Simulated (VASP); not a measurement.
Crystal: BAs5.

```xyz
6
Lattice="2.9679 -3.3851 0.0000 2.9679 3.3851 0.0000 0.0000 0.0000 6.3489" Properties=species:S:1:pos:R:3 pbc="T T T"
B     0.0000    0.0000    0.0000
As    0.0000    0.0000    1.8083
As    0.0000    0.0000    4.5406
As    2.9679   -1.5773    3.1745
As    2.9679    1.5773    3.1745
As    2.9679    0.0000    0.0000
```

```yaml
Program: VASP 6.6.1
Task: relaxation of cell and atoms
Functional: PBE
Potentials_or_basis: VASP PAW PBE potentials, release 64 (B, As)
Cutoff: 600 eV
k_mesh: 4 × 4 × 4
Occupations: gaussian, width 0.1 eV
Spin: no spin polarisation
```

At the start: pressure 10.8 GPa; volume 21.26 Å³/atom.

Task: How do energy, volume and symmetry change on relaxing?

Result: Over 27 steps the energy falls by 336.1 meV/atom and the volume is 21.37 Å³/atom (+0.5 %); space group Cmmm (No. 65, to 0.05 Å).

Step by step:
```csv
step,energy change (eV),largest force (eV/Å),pressure (GPa),volume (Å³)
1,0.0000,3.0010,10.84,127.57
2,-0.6325,0.4531,-7.29,155.09
3,-0.9922,0.1573,-2.38,141.93
4,-1.1446,0.2535,-1.30,136.71
5,-1.3455,1.2356,4.13,121.13
6,-1.3450,1.0168,2.38,124.56
7,-1.3528,1.1374,3.17,122.84
8,-1.4230,1.1659,3.30,122.16
9,-1.5425,1.1982,4.22,120.14
10,-1.1832,1.3955,10.33,115.12
11,-1.5747,1.2181,4.80,119.32
12,-1.5277,1.2727,6.72,117.55
13,-1.5811,1.2266,5.29,118.77
14,-1.7647,0.9089,2.38,123.21
15,-1.8335,0.5873,-1.90,132.65
16,-1.8531,0.4591,-0.70,129.55
17,-1.9098,0.2527,-0.46,129.71
18,-1.9252,0.4273,-0.12,129.81
19,-1.9407,0.3985,-0.14,129.63
20,-1.9790,0.3049,-0.13,129.06
21,-1.9954,0.4234,0.08,127.77
22,-1.9997,0.3319,0.00,128.20
23,-2.0136,0.1230,-0.03,128.03
24,-2.0141,0.0815,-0.04,127.98
25,-2.0147,0.1173,0.22,127.80
26,-2.0157,0.0444,0.11,127.88
27,-2.0163,0.0226,-0.14,128.25
```

Final structure:
```xyz
6
Lattice="2.3271 -3.8332 0.0000 2.3271 3.8332 0.0000 0.0000 0.0000 7.1886" Properties=species:S:1:pos:R:3 pbc="T T T"
B     0.0000    0.0000    7.1886
As    0.0000    0.0000    1.9554
As    0.0000    0.0000    5.2332
As    2.3271   -1.3505    3.5943
As    2.3271    1.3505    3.5943
As    2.3271    0.0000    7.1886
```
